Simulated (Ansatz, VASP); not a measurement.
## BaTiO3 in VASP and in Ansatz

File INCAR:

```
SYSTEM = BaTiO3
PREC = Accurate
ENCUT = 520
EDIFF = 1E-7
ISMEAR = -1
SIGMA = 0.05
LREAL = .False.
LASPH = .True.
NELM = 80
ALGO = Normal
ISIF = 2
LWAVE = .False.
LCHARG = .False.
GGA = PE
NBANDS = 28
```

Contents of KPOINTS:

```
regular mesh
0
Gamma
  7 7 7
  0 0 0
```

File POSCAR:

```
BaTiO3
1.0
    2.8086899495      1.6215978951      2.3021758956
   -2.8086899495      1.6215978951      2.3021758956
    0.0000000000     -3.2431957902      2.3021758956
Ba Ti O
1 1 3
Direct
    0.0334731600      0.9884685300      0.0018377600
    0.5061032600      0.5274847800      0.5372321600
    0.4862471500      0.4971470800      0.9711514600
    0.4740898700      0.9864150100      0.4720123700
    0.9787865600      0.4791845900      0.4964662400
```

The input input.yaml:

```yaml
crystal:
  lattice:
    - [2.8086899495, 1.6215978951, 2.3021758956]
    - [-2.8086899495, 1.6215978951, 2.3021758956]
    - [0.0, -3.2431957902, 2.3021758956]
  atoms:
    - { symbol: Ba, position: [0.03347316, 0.98846853, 0.00183776] }
    - { symbol: Ti, position: [0.50610326, 0.52748478, 0.53723216] }
    - { symbol: O, position: [0.48624715, 0.49714708, 0.97115146] }
    - { symbol: O, position: [0.47408987, 0.98641501, 0.47201237] }
    - { symbol: O, position: [0.97878656, 0.47918459, 0.49646624] }
kpoints:
  mp_grid: { grid: [7, 7, 7] }
scf:
  occupations: { method: fermi_dirac, width: 0.05 }
hamiltonian:
  xc: pbe
  pseudopotentials: { kind: all_electron, lapw: { basis_error: 0.001 } }
output:
  forces: true
  stress: true
  eigenvalues: true
```

Change from the starting cell: volume scaled by 0.98.

Alike in both runs: task single point; functional PBE; k mesh 7 × 7 × 7; occupations fermi-dirac, width 0.05 eV; no spin polarisation.

```csv
,VASP,Ansatz
version,VASP 6.6.1,Ansatz 0.2.0
potentials or method,"VASP PAW PBE potentials, release 64 (Ba_sv, Ti_sv, O), cutoff 520 eV","all-electron LAPW, scalar-relativistic"
```

Ansatz gave:

| Quantity | Value |
| --- | --- |
| gap on the k mesh at the Fermi level (eV) | 2.83 |
| least direct gap on the mesh (eV) | 3.37 |
| pressure (GPa) | 13.4 |
| traceless stress, the component that is largest in VASP (GPa) | -4.83 |
| rms of the force components (eV/Å) | 0.887 |

Task: Which values does VASP return?

Result: gap on the k mesh at the Fermi level (eV): 2.81; least direct gap on the mesh (eV): 3.36; pressure (GPa): 15.5; traceless stress, the component that is largest in VASP (GPa): -5.07; rms of the force components (eV/Å): 0.951.

Atom by atom the forces differ by 0.073 eV/Å (rms over components). Ansatz ran all-electron here, and VASP with PAW potentials.

Spin-orbit coupling is off throughout.
